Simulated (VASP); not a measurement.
Input of a VASP 6.6.1 run:

INCAR

```
ALGO = Fast ; EDIFF = 1E-7
ENCUT = 520 ; GGA = PS
ISIF = 2 ; ISMEAR = 0
LASPH = T ; LCHARG = T
LELF = T ; LREAL = F
LVHAR = T ; LWAVE = F
NBANDS = 11 ; NELM = 100
PREC = Accurate ; SIGMA = 0.15
```

KPOINTS

```
k-points
0
Gamma
  20 20 20
```

POSCAR

```
Pd
1.0
    0.0000000000      2.0421450000      2.0421450000
    2.0421450000      0.0000000000      2.0421450000
    2.0421450000      2.0421450000      0.0000000000
Pd
1
Direct
    0.0000000000      0.0000000000      0.0000000000
```

Potentials or basis: VASP PAW PBE potentials, release 64 (Pd).

Launch:

```bash
$ cat potpaw_PBE.64/Pd/POTCAR > POTCAR
$ mpirun -np 1 vasp_std > vasp.out
```

Estimate the pressure.

-20.9 GPa.

Estimate the band gap on the k mesh.

zero (band 5 reaches 7.59 eV, above the bottom of band 6 at 6.35 eV).

Caveat: the cell differs from its parent crystal (strain +0.050 along x and y, +0.050 along z); the PAW data sets were made with another functional, which shifts forces and pressure a little.
